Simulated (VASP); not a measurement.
Write the native input for VASP 6.6.1 that does the following.

| Item | Value |
| --- | --- |
| Task | single point |
| Functional | PBE |
| Potentials or basis | VASP PAW PBE potentials, release 64 (F) |
| Cutoff | 520 eV |
| k mesh | 18 × 18 × 18 |
| Occupations | fermi-dirac, width 0.08 eV |
| Spin | no spin polarisation |
| Dipole correction | no |
| Further INCAR settings | ALGO = Normal; EDIFF = 1e-06; NBANDS = 10 |

The structure of F lies in POSCAR:

```
F
1.0
   -1.0294772991      1.0294772991      1.0294772991
    1.0294772991     -1.0294772991      1.0294772991
    1.0294772991      1.0294772991     -1.0294772991
F
1
Direct
    0.0000000000      0.0000000000      0.0000000000
```

This cell differs from its parent crystal: volume scaled by 0.43.

These files were run (other wordings do the same):

INCAR

```
SYSTEM = F
  PREC = Accurate
  ENCUT = 520
  EDIFF = 1E-6
  ISMEAR = -1
  SIGMA = 0.08
  LREAL = .FALSE.
  LASPH = .TRUE.
  NELM = 100
  ALGO = Normal
  ISIF = 2
  LWAVE = .FALSE.
  LCHARG = .TRUE.
  GGA = PE
  LELF = .TRUE.
  LVHAR = .TRUE.
  NBANDS = 10
```

KPOINTS

```
Automatic mesh
0
G
  18 18 18
  0 0 0
```

Potentials or basis: VASP PAW PBE potentials, release 64 (F).

Launch:

```sh
$ cat potpaw_PBE.64/F/POTCAR > POTCAR
$ mpirun -np 1 vasp_std > vasp.out
```

It gave:

| Quantity | Value |
| --- | --- |
| Pressure | 380.6 GPa |

Caveat: an odd number of electrons without spin polarisation forces a metal; a magnetic or distorted state may lie lower.

It took 3 s on 1 thread of Intel(R) Xeon(R) Platinum 8488C (Sapphire Rapids), on a shared host, peak memory 0.11 GiB.
